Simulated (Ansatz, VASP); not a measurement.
**Two plane-wave programs on AlN**

```
Al N
1.0
     2.02262   -2.02262    0.00000
     2.02262    0.00000   -2.02262
     9.10179    7.58483    7.58483
Al N
6 6
Direct
  0.59375 0.59375 0.29167
  0.96875 0.96875 0.12500
  0.21875 0.21875 0.45833
  0.46875 0.46875 0.79167
  0.84375 0.84375 0.62500
  0.09375 0.09375 0.95833
  0.90625 0.90625 0.37500
  0.28125 0.28125 0.20833
  0.53125 0.53125 0.54167
  0.78125 0.78125 0.87500
  0.15625 0.15625 0.70833
  0.65625 0.65625 0.04167
```

Alike in both runs: task single point; functional PBEsol; k mesh 9 × 9 × 2; occupations gaussian, width 0.05 eV; no spin polarisation.

```csv
,VASP,Ansatz
version,VASP 6.6.1,Ansatz 0.2.0
potentials or method,"VASP PAW PBE potentials, release 64 (Al, N), cutoff 520 eV","scalar-relativistic, plane waves, PAW"
valence electrons in the cell,48,48
```

Ansatz gave:

```
gap on the k mesh at the Fermi level (eV)                     : 3.47
least direct gap on the mesh (eV)                             : 4.25
pressure (GPa)                                                : 4.7
traceless stress, the component that is largest in VASP (GPa) : 9.05
rms of the force components (eV/Å)                            : 0.716
```

Question: Which values does VASP return?

Answer: gap on the k mesh at the Fermi level (eV): 3.46; least direct gap on the mesh (eV): 4.24; pressure (GPa): 4.6; traceless stress, the component that is largest in VASP (GPa): 9.05; rms of the force components (eV/Å): 0.718.

VASP's potentials were made for PBE, not for PBEsol. Atom by atom the forces differ by 0.003 eV/Å (rms over components).
